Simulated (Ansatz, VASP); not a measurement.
**CdTe in VASP and in Ansatz**

File INCAR:

```
SYSTEM = CdTe
PREC     = Accurate       ! precision mode
ENCUT    = 520            ! plane-wave cutoff, eV
EDIFF    = 1E-6           ! SCF threshold, eV
ISMEAR   = 0              ! smearing method
SIGMA    = 0.05           ! smearing width, eV
LREAL    = .False.        ! projectors in reciprocal space
LASPH    = .True.         ! aspherical terms in the spheres
NELM     = 60             ! most SCF steps
ALGO     = Normal         ! electronic algorithm
ISIF     = 2              ! what is computed and relaxed
LWAVE    = .False.        ! write WAVECAR
LCHARG   = .False.        ! write CHGCAR
GGA      = PE             ! functional
NBANDS   = 16             ! bands
```

KPOINTS

```
regular mesh
0
Gamma
  10 10 10
  0 0 0
```

The input POSCAR:

```
CdTe
1.0
    0.0000000000      3.2094260826      3.2590563829
    3.2094260826      0.0000000000      3.2590563829
    3.2094260826      3.2094260826      0.0000000000
Cd Te
1 1
Direct
    0.0000000000      0.0000000000      0.0000000000
    0.7500000000      0.7500000000      0.7500000000
```

Input for Ansatz:

```yaml
crystal:
  lattice:
    - [0.0, 3.2094260826, 3.2590563829]
    - [3.2094260826, 0.0, 3.2590563829]
    - [3.2094260826, 3.2094260826, 0.0]
  atoms:
    - { symbol: Cd, position: [0.0, 0.0, 0.0] }
    - { symbol: Te, position: [0.75, 0.75, 0.75] }
basis:
  ecutwfc: 420
kpoints:
  mp_grid: { grid: [10, 10, 10] }
hamiltonian:
  xc: pbe
scf:
  occupations: { method: gaussian, width: 0.05 }
output:
  forces: true
  stress: true
  eigenvalues: true
```

Change from the starting cell: strain -0.030 along x and y, -0.015 along z, atoms carried along.

Alike in both runs: task single point; functional PBE; k mesh 10 × 10 × 10; occupations gaussian, width 0.05 eV; no spin polarisation.

```csv
,VASP,Ansatz
version,VASP 6.6.1,Ansatz 0.2.0
potentials or method,"VASP PAW PBE potentials, release 64 (Cd, Te), cutoff 520 eV","scalar-relativistic, plane waves, PAW"
valence electrons in the cell,18,36
```

```tsv
	VASP	Ansatz	Ansatz less VASP
gap on the k mesh at the Fermi level (eV)	0.80	0.80	0.000
least direct gap on the mesh (eV)	0.80	0.80	0.000
pressure (GPa)	3.4	3.2	-0.15
traceless stress, the component that is largest in VASP (GPa)	-0.15	-0.15	-0.001
```

The functional is the same, so the differences come from potentials, cutoffs and numerics. VASP's potentials hold 18 valence electrons a cell and Ansatz's 36, so a difference there can come from the potentials and not from the codes.

Spin-orbit coupling is off throughout.
